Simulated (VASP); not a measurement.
# Ir (P6_3/mmc) in VASP: notebook

The runs below take Ir through single point, with PBE.

All numbers are computed with VASP 6.6.1; they aren't measurements. Logs are shortened: lines on timing, memory, paths and dates and some standing lists are left out, and cuts for length are marked.

## (1) The cell of the first run

It takes space group P6_3/mmc (No. 194, hexagonal). The conventional cell has a = 2.751 Å, b = 2.751 Å, c = 4.462 Å, α = 90.00°, β = 90.00°, γ = 120.00°. Ir (site symmetry -6m2) has 12 Ir at 2.74 to 2.75 Å within 3.6 Å.

## (2) Single point, PBE

INCAR

```
  ALGO = Fast
  EDIFF = 1E-7
  ENCUT = 520
  GGA = PE
  ISIF = 2
  ISMEAR = -1
  LASPH = True
  LCHARG = False
  LREAL = False
  LWAVE = False
  NBANDS = 16
  NELM = 80
  PREC = Accurate
  SIGMA = 0.05
```

KPOINTS

```
k-points
0
Gamma
  8 8 5
```

POSCAR

```
Ir
1.0
    2.7513778946      0.0000000000      0.0000000000
   -1.3756889473      2.3827631521      0.0000000000
    0.0000000000      0.0000000000      4.4622900000
Ir
2
Direct
    0.3333333333      0.6666666667      0.2500000000
    0.6666666667      0.3333333333      0.7500000000
```

Potentials or basis: VASP PAW PBE potentials, release 64 (Ir).

Started as:

```console
cat potpaw_PBE.64/Ir/POTCAR > POTCAR
mpirun -np 1 vasp_std > vasp.out
```

OUTCAR:

```text
EDIFF = 1E-7
   ENCUT = 520
   GGA = PE
   ISIF = 2
   ISMEAR = -1
   LASPH = True
   LREAL = False
   NELM = 80
   PREC = Accurate

 ion  position               nearest neighbor table
   1  0.333  0.667  0.250-   2 2.74   2 2.74   2 2.74   2 2.74   2 2.74   2 2.74
   2  0.667  0.333  0.750-   1 2.74   1 2.74   1 2.74   1 2.74   1 2.74   1 2.74

  LATTYP: Found a hexagonal cell.
 ALAT       =     2.7513778946
 C/A-ratio  =     1.6218382828

  Lattice vectors:

 A1 = (   2.7513778946,   0.0000000000,   0.0000000000)
 A2 = (  -1.3756889473,   2.3827631521,   0.0000000000)
 A3 = (   0.0000000000,   0.0000000000,   4.4622900000)

Analysis of symmetry for initial positions (statically):
=====================================================================
 Subroutine PRICEL returns:
 Original cell was already a primitive cell.

 Routine SETGRP: Setting up the symmetry group for a
 hexagonal supercell.

 Subroutine GETGRP returns: Found 24 space group operations
 (whereof 12 operations were pure point group operations)
 out of a pool of 24 trial point group operations.

The static configuration has the point symmetry D_3d.
 The point group associated with its full space group is D_6h.

Analysis of symmetry for dynamics (positions and initial velocities):
=====================================================================
 Subroutine PRICEL returns:
 Original cell was already a primitive cell.

 Routine SETGRP: Setting up the symmetry group for a
 hexagonal supercell.

 Subroutine GETGRP returns: Found 24 space group operations
 (whereof 12 operations were pure point group operations)
 out of a pool of 24 trial point group operations.

The dynamic configuration has the point symmetry D_3d.
 The point group associated with its full space group is D_6h.

 Subroutine INISYM returns: Found 24 space group operations
 (whereof 12 operations are pure point group operations),
 and found     1 'primitive' translations

----------------------------------------------------------------------------------------

                                     Primitive cell

  volume of cell :      29.2542

  direct lattice vectors                    reciprocal lattice vectors
     2.751377895  0.000000000  0.000000000     0.363454254  0.209840411  0.000000000
    -1.375688947  2.382763152  0.000000000     0.000000000  0.419680823  0.000000000
     0.000000000  0.000000000  4.462290000     0.000000000  0.000000000  0.224100182

  length of vectors
     2.751377895  2.751377895  4.462290000     0.419680823  0.419680823  0.224100182

  position of ions in fractional coordinates (direct lattice)
     0.333333333  0.666666667  0.250000000
     0.666666667  0.333333333  0.750000000

  ion indices of the primitive-cell ions
   primitive index   ion index
                 1           1
                 2           2

----------------------------------------------------------------------------------------

 KPOINTS: k-points

Automatic generation of k-mesh.
 Grid dimensions read from file:
 generate k-points for:    8    8    5

 Generating k-lattice:

  Cartesian coordinates                     Fractional coordinates (reciprocal lattice)
     0.045431782  0.026230051  0.000000000     0.125000000 -0.000000000  0.000000000
     0.000000000  0.052460103  0.000000000     0.000000000  0.125000000  0.000000000
     0.000000000  0.000000000  0.044820036     0.000000000  0.000000000  0.200000000

  Length of vectors
     0.052460103  0.052460103  0.044820036

  Shift w.r.t. Gamma in fractional coordinates (k-lattice)
     0.000000000  0.000000000  0.000000000

 Subroutine IBZKPT returns following result:
 ===========================================

 Found     30 irreducible k-points:

 Following reciprocal coordinates:
            Coordinates               Weight
  0.000000  0.000000  0.000000      1.000000
  0.125000 -0.000000  0.000000      6.000000
  0.250000 -0.000000  0.000000      6.000000
  0.375000 -0.000000  0.000000      6.000000
  0.500000 -0.000000  0.000000      3.000000
  0.125000  0.125000  0.000000      6.000000
[... 16 lines left out ...]
  0.250000 -0.000000  0.400000     12.000000
  0.375000 -0.000000  0.400000     12.000000
 [... further k-points ...]
   k-points           NKPTS =     30   k-points in BZ     NKDIM =     30   number of bands    NBANDS=     16
   number of dos      NEDOS =    301   number of ions     NIONS =      2
   total plane-waves  NPLWV =  14400
   dimension x,y,z NGX =    20 NGY =   20 NGZ =   36
   dimension x,y,z NGXF=    40 NGYF=   40 NGZF=   72
   ions per type =               2
   NGX,Y,Z   is equivalent  to a cutoff of  12.08, 12.08, 13.41 a.u.
   NGXF,Y,Z  is equivalent  to a cutoff of  24.17, 24.17, 26.82 a.u.
 SYSTEM =  unknown system
   PREC   = accura    normal or accurate (medium, high low for compatibility)
   ISTART =      0    job   : 0-new  1-cont  2-samecut
   ICHARG =      2    charge: 1-file 2-atom 10-const
   ISPIN  =      1    spin polarized calculation?
   LNONCOLLINEAR =      F non collinear calculations
   LSORBIT =      F    spin-orbit coupling
   LASPH  =      T    aspherical Exc in radial PAW
   ENCUT  =  520.0 eV  38.22 Ry    6.18 a.u.   5.12  5.12  8.30*2*pi/ulx,y,z
   NELM   =     80;   NELMIN=  2; NELMDL= -5     # of ELM steps
   EDIFF  = 0.1E-06   stopping-criterion for ELM
   LREAL  =      F    real-space projection
   EDIFFG = 0.1E-05   stopping-criterion for IOM
   NSW    =      0    number of steps for IOM
   IBRION =     -1    ionic relax: 0-MD 1-quasi-New 2-CG
   NFREE  =      0    steps in history (QN), initial steepest desc. (CG)
   ISIF   =      2    stress and relaxation
   ISYM   =      2    0-nonsym 1-usesym 2-fastsym
   POTIM  = 0.5000    time-step for ionic-motion
   TEBEG  =    0.0;   TEEND  =   0.0 temperature during run
   PSTRESS=    0.0 pullay stress
   NELECT =      18.0000    total number of electrons
   NUPDOWN=      -1.0000    fix difference up-down
   EMIN   =  10.00;   EMAX   =-10.00  energy-range for DOS
   EFERMI =   0.00;   METHOD = LEGACY
   ISMEAR =    -1;   SIGMA  =   0.05  broadening in eV -4-tet -1-fermi 0-gaus
   EFERMI_NEDOS =   21; number of points for ismear=-14 and -15
   IALGO  =     68    algorithm
   IMIX   =      4    mixing-type and parameters
     AMIX     =   0.40;   BMIX     =  1.00
     AMIX_MAG =   1.60;   BMIX_MAG =  1.00
  volume/ion in A,a.u.               =      14.63        98.71
  Fermi-wavevector in a.u.,A,eV,Ry     =   1.392417  2.631287 26.379323  1.938826
  Thomas-Fermi vector in A             =   2.516162
   LORBIT       =      0    0 simple, 1 ext, 2 COOP (PROOUT), +10 PAW based schemes
   GGA     = PE    functional components
   LHFCALC =     F    Hartree Fock is set to
   AEXX    =    0.0000 exact exchange contribution
   IVDW    =     0    specifies the selected vdW correction
   LEPSILON=     F    determine dielectric tensor
   LRPA    =     F    only Hartree local field effects (RPA)
 non-spin polarized calculation
 RMM-DIIS sequential band-by-band and
  energy-cutoff  :      520.00
  volume of cell :       29.25
 maximum number of plane-waves:       799
   NGX = 11   NGY = 11   NGZ = 17

 number of electron      18.0000000 magnetization

 Free energy of the ion-electron system (eV)
  ---------------------------------------------------
  ext. energy  EPLUGINS =         0.00000000
  ---------------------------------------------------
  free energy    TOTEN  =       -17.48174195 eV

  energy without entropy =      -17.45722691  energy(sigma->0) =      -17.46948443

 E-fermi :   9.9409     XC(G=0): -13.7871

 val. band max:        9.9365523018   @ k =   0.3750   0.1250   0.0000
 cond. band min:      10.0092409979   @ k =   0.3750  -0.0000   0.2000
 fundamental gap:      0.0726886961
 Fermi energy:         9.9408993740

 k-point     1 :       0.0000    0.0000    0.0000
  band No.  band energies     occupation
      1      -0.9276      2.00000
      2       2.1028      2.00000
      3       6.1963      2.00000
      4       6.2987      2.00000
      5       6.2987      2.00000
      6       6.9232      2.00000
[... 8 lines left out ...]
     15      26.3702      0.00000
     16      27.3597      0.00000

 k-point     2 :       0.1250   -0.0000    0.0000
  band No.  band energies     occupation
      1      -0.3489      2.00000
      2       2.5988      2.00000
      3       5.5842      2.00000
      4       6.5777      2.00000
      5       6.7851      2.00000
      6       6.8249      2.00000
[... 8 lines left out ...]
     15      27.0537      0.00000
     16      27.8045      0.00000

 k-point     3 :       0.2500   -0.0000    0.0000
  band No.  band energies     occupation
      1       1.1185      2.00000
      2       3.3304      2.00000
      3       5.0091      2.00000
      4       5.2472      2.00000
      5       6.1621      2.00000
      6       6.7315      2.00000
[... 8 lines left out ...]
     15      25.6871      0.00000
     16      25.9181      0.00000

 k-point     4 :       0.3750   -0.0000    0.0000
  band No.  band energies     occupation
      1       2.4315      2.00000
      2       3.0079      2.00000
      3       3.7921      2.00000
      4       5.8967      2.00000
      5       6.2201      2.00000
      6       6.7328      2.00000
[... 8 lines left out ...]
     15      22.6926      0.00000
     16      24.2070      0.00000
[... 324 lines left out ...]
 k-point    22 :       0.1250   -0.0000    0.4000
  band No.  band energies     occupation
      1       1.1453      2.00000
      2       2.3057      2.00000
      3       5.2153      2.00000
      4       5.4388      2.00000
      5       5.9195      2.00000
      6       6.4747      2.00000
[... 8 lines left out ...]
     15      25.8036      0.00000
     16      27.3637      0.00000

 k-point    23 :       0.2500   -0.0000    0.4000
  band No.  band energies     occupation
      1       2.1712      2.00000
      2       3.1765      2.00000
      3       4.4578      2.00000
      4       5.0666      2.00000
      5       5.9140      2.00000
      6       6.5445      2.00000
[... 8 lines left out ...]
     15      24.7790      0.00000
     16      26.4460      0.00000

 k-point    24 :       0.3750   -0.0000    0.4000
  band No.  band energies     occupation
      1       2.3837      2.00000
      2       2.9387      2.00000
      3       4.1987      2.00000
      4       4.6604      2.00000
      5       7.3357      2.00000
      6       7.3672      2.00000
[... 8 lines left out ...]
     15      24.3995      0.00000
     16      25.8262      0.00000

 [... further k-points ...]

------------------------ aborting loop because EDIFF is reached ----------------------------------------

  FORCE on cell =-STRESS in cart. coord.  units (eV):
  Direction    XX          YY          ZZ          XY          YZ          ZX
  --------------------------------------------------------------------------------------
  -------------------------------------------------------------------------------------
  Total        0.0832707      0.0832707     -0.1693053      0.0000000      0.0000000      0.0000000
  in kB        4.5605164      4.5605164     -9.2724039      0.0000000      0.0000000      0.0000000
  external PRESSURE =      -0.0504570 kB  Pullay stress =       0.0000000 kB

 VOLUME and BASIS-vectors are now :
 -----------------------------------------------------------------------------
  energy-cutoff  :      520.00
  volume of cell :       29.25
      direct lattice vectors                 reciprocal lattice vectors
     2.751377895  0.000000000  0.000000000     0.363454254  0.209840411  0.000000000
    -1.375688947  2.382763152  0.000000000     0.000000000  0.419680823  0.000000000
     0.000000000  0.000000000  4.462290000     0.000000000  0.000000000  0.224100182

 POSITION                                       TOTAL-FORCE (eV/Angst)
 -----------------------------------------------------------------------------------
     -0.00000      1.58851      1.11557         0.000000     -0.000000      0.000000
      1.37569      0.79425      3.34672        -0.000000      0.000000      0.000000
 -----------------------------------------------------------------------------------
    total drift:                                0.000000     -0.000000     -0.000000

  FREE ENERGIE OF THE ION-ELECTRON SYSTEM (eV)
  ---------------------------------------------------
  free  energy   TOTEN  =       -17.4817419514 eV

  energy  without entropy=      -17.4572269096  energy(sigma->0) =      -17.46948443
```

Run time: 10 s. Hardware: 1 thread of Intel Xeon 6975P-C (Granite Rapids), shared host; peak memory 0.14 GiB.

What came out:

```
Free energy            : -17.4817 eV
Pressure               : 0.0 GPa
Band gap on the k mesh : zero (band 9 reaches 10.88 eV, above the bottom of band 10 at 7.82 eV)
```

Stress tensor (GPa, compression positive):
```
 0.46  0.00  0.00
 0.00  0.46  0.00
 0.00  0.00 -0.93
```

Levels at points of the mesh, in eV from the Fermi level:
| k point | band 6 | band 7 | band 8 | band 9 | band 10 | band 11 | band 12 | band 13 |
| --- | --- | --- | --- | --- | --- | --- | --- | --- |
| (0.00, 0.00, 0.00) | -3.02 | -3.02 | -2.24 | -2.24 | -0.72 | 0.29 | 0.29 | 6.80 |
| (0.50, 0.00, 0.00) | -3.29 | -2.84 | 0.69 | 0.94 | 1.09 | 2.85 | 4.27 | 8.07 |

Caveat: spin-orbit coupling is left out, which moves the levels of the heavy elements.

## (3) Single point, PBE

INCAR

```
SYSTEM = Ir
PREC = Accurate
ENCUT = 520
EDIFF = 1E-6
ISMEAR = 1
SIGMA = 0.05
LREAL = .False.
LASPH = .True.
NELM = 100
ALGO = Normal
ISIF = 2
LWAVE = .False.
LCHARG = .True.
GGA = PE
LELF = .True.
LVHAR = .True.
NBANDS = 16
```

KPOINTS

```
regular mesh
0
Gamma
  9 9 5
  0 0 0
```

POSCAR is that of step 2.

Potentials or basis: VASP PAW PBE potentials, release 64 (Ir).

Started as:

```console
cat potpaw_PBE.64/Ir/POTCAR > POTCAR
mpirun -np 1 vasp_std > vasp.out
```

Run time: 8 s. Hardware: 1 thread of Intel Xeon 6975P-C (Granite Rapids), shared host; peak memory 0.14 GiB.

Results (log left out):

* Free energy: -17.5441 eV
* Pressure: -1.1 GPa
* Band gap on the k mesh: zero (band 9 reaches 10.82 eV, above the bottom of band 10 at 7.89 eV)

Stress tensor (GPa, compression positive):
```
-0.83  0.00  0.00
 0.00 -0.83  0.00
 0.00  0.00 -1.76
```

Levels at points of the mesh, in eV from the Fermi level:
```
           k point  band 6  band 7  band 8  band 9  band 10  band 11  band 12  band 13
(0.00, 0.00, 0.00)   -2.93   -2.93   -2.20   -2.20    -0.65     0.33     0.33     6.85
```

Caveat: spin-orbit coupling is left out, which moves the levels of the heavy elements.

## (4) Single point, PBE

INCAR

```
PREC     = Accurate       # precision mode
ENCUT    = 520            # plane-wave cutoff, eV
EDIFF    = 1E-6           # SCF threshold, eV
ISMEAR   = 1              # smearing method
SIGMA    = 0.05           # smearing width, eV
LREAL    = False          # projectors in reciprocal space
LASPH    = True           # aspherical terms in the spheres
NELM     = 80             # most SCF steps
ALGO     = Fast           # electronic algorithm
ISIF     = 2              # what is computed and relaxed
LWAVE    = False          # write WAVECAR
LCHARG   = True           # write CHGCAR
GGA      = PE             # functional
LELF     = True           # ELF
LVHAR    = True         
NBANDS   = 16             # bands
```

KPOINTS

```
Automatic mesh
0
Gamma
  9 9 5
```

POSCAR is that of step 3.

Potentials or basis: VASP PAW PBE potentials, release 64 (Ir).

Started as:

```console
cat potpaw_PBE.64/Ir/POTCAR > POTCAR
mpirun -np 1 vasp_std > vasp.out
```

OUTCAR:

```text
PREC = Accurate
   ENCUT = 520
   EDIFF = 1E-6
   ISMEAR = 1
   LREAL = False
   LASPH = True
   NELM = 80
   ISIF = 2
   GGA = PE

 ion  position               nearest neighbor table
   1  0.333  0.667  0.250-   2 2.74   2 2.74   2 2.74   2 2.74   2 2.74   2 2.74
   2  0.667  0.333  0.750-   1 2.74   1 2.74   1 2.74   1 2.74   1 2.74   1 2.74

  LATTYP: Found a hexagonal cell.
 ALAT       =     2.7513778946
 C/A-ratio  =     1.6218382828

  Lattice vectors:

[... 645 lines left out ...]

------------------------ aborting loop because EDIFF is reached ----------------------------------------

  FORCE on cell =-STRESS in cart. coord.  units (eV):
  Direction    XX          YY          ZZ          XY          YZ          ZX
  --------------------------------------------------------------------------------------
  -------------------------------------------------------------------------------------
  Total       -0.1536776     -0.1536776     -0.3232668      0.0000000      0.0000000      0.0000000
  in kB       -8.4165123     -8.4165123    -17.7044622      0.0000000      0.0000000      0.0000000
  external PRESSURE =     -11.5124956 kB  Pullay stress =       0.0000000 kB

 VOLUME and BASIS-vectors are now :
 -----------------------------------------------------------------------------
  energy-cutoff  :      520.00
  volume of cell :       29.25
      direct lattice vectors                 reciprocal lattice vectors
     2.751377895  0.000000000  0.000000000     0.363454254  0.209840411  0.000000000
    -1.375688947  2.382763152  0.000000000     0.000000000  0.419680823  0.000000000
     0.000000000  0.000000000  4.462290000     0.000000000  0.000000000  0.224100182

 POSITION                                       TOTAL-FORCE (eV/Angst)
 -----------------------------------------------------------------------------------
     -0.00000      1.58851      1.11557        -0.000000     -0.000000      0.000000
      1.37569      0.79425      3.34672         0.000000      0.000000      0.000000
 -----------------------------------------------------------------------------------
    total drift:                                0.000000     -0.000000     -0.000000

  FREE ENERGIE OF THE ION-ELECTRON SYSTEM (eV)
  ---------------------------------------------------
  free  energy   TOTEN  =       -17.5441242349 eV

  energy  without entropy=      -17.5448154364  energy(sigma->0) =      -17.54435464
```

OSZICAR:

```text
N       E                     dE             d eps       ncg     rms          rms(c)
DAV:   1     0.143032202837E+03    0.14303E+03   -0.84408E+03  1152   0.113E+03
DAV:   2    -0.148428741326E+02   -0.15788E+03   -0.14153E+03  1152   0.305E+02
DAV:   3    -0.186242002088E+02   -0.37813E+01   -0.37209E+01  1608   0.565E+01
DAV:   4    -0.186646424440E+02   -0.40442E-01   -0.40428E-01  1328   0.496E+00
DAV:   5    -0.186657751610E+02   -0.11327E-02   -0.11327E-02  1560   0.869E-01    0.201E+01
RMM:   6    -0.177144048944E+02    0.95137E+00   -0.10842E+00  1155   0.115E+01    0.798E+00
RMM:   7    -0.175494201445E+02    0.16498E+00   -0.56197E-01  1199   0.581E+00    0.216E+00
RMM:   8    -0.175515839110E+02   -0.21638E-02   -0.69504E-02  1327   0.276E+00    0.175E+00
RMM:   9    -0.175494154040E+02    0.21685E-02   -0.13593E-02  1359   0.818E-01    0.106E+00
RMM:  10    -0.175438743814E+02    0.55410E-02   -0.15224E-02  1203   0.160E+00    0.405E-01
RMM:  11    -0.175441431415E+02   -0.26876E-03   -0.98200E-04  1267   0.371E-01    0.302E-01
RMM:  12    -0.175441711151E+02   -0.27974E-04   -0.31556E-04  1353   0.114E-01    0.247E-01
RMM:  13    -0.175441520939E+02    0.19021E-04   -0.65119E-05  1530   0.511E-02    0.259E-01
RMM:  14    -0.175441617846E+02   -0.96907E-05   -0.20440E-05  1263   0.404E-02    0.147E-01
RMM:  15    -0.175441347145E+02    0.27070E-04   -0.40130E-05  1388   0.571E-02    0.558E-02
RMM:  16    -0.175441269953E+02    0.77192E-05   -0.14774E-05  1340   0.304E-02    0.285E-02
RMM:  17    -0.175441240087E+02    0.29866E-05   -0.94827E-06  1257   0.258E-02    0.332E-03
RMM:  18    -0.175441242349E+02   -0.22615E-06   -0.24952E-06   904   0.114E-02
   1 F= -.17544124E+02 E0= -.17544355E+02  d E =0.691201E-03
```

Wall time 11 s (1 thread of Intel Xeon 6975P-C (Granite Rapids), shared host); peak memory 0.14 GiB.

Results:

- Free energy: -17.5441 eV
- Pressure: -1.2 GPa
- Band gap on the k mesh: zero (band 9 reaches 10.82 eV, above the bottom of band 10 at 7.89 eV)

Caveat: spin-orbit coupling is left out, which moves the levels of the heavy elements.
